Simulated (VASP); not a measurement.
A run of VASP 6.6.1:

File INCAR:

```
PREC = Accurate ; ENCUT = 520
EDIFF = 1E-6 ; ISMEAR = 0
SIGMA = 0.05 ; LREAL = F
LASPH = T ; NELM = 80
ALGO = Normal ; ISIF = 2
LWAVE = F ; LCHARG = F
GGA = PS ; NBANDS = 16
```

Contents of KPOINTS:

```
regular mesh
0
Gamma
  8 8 8
```

The input POSCAR:

```
LaTe
1.0
    0.0000000000      3.1743433881      3.1743433881
    3.1743433881      0.0000000000      3.1743433881
    3.1743433881      3.1743433881      0.0000000000
La Te
1 1
Direct
    0.5000000000      0.5000000000      0.5000000000
    0.0000000000      0.0000000000      0.0000000000
```

Potentials or basis: VASP PAW PBE potentials, release 64 (La, Te).

The run is started by

```bash
$ cat potpaw_PBE.64/La/POTCAR potpaw_PBE.64/Te/POTCAR > POTCAR
$ mpirun -np 1 vasp_std > vasp.out
```

Hardware: 1 thread of AMD EPYC 7R43 64-Core Processor (Zen 3) (shared host).

**Question.** How long does it take, and how much memory?

**Answer.** Wall time 55 s on 1 thread of AMD EPYC 7R43 64-Core Processor (Zen 3), with other jobs on the host, peak memory 0.19 GiB. Counts: scf iterations 14, k points 29.
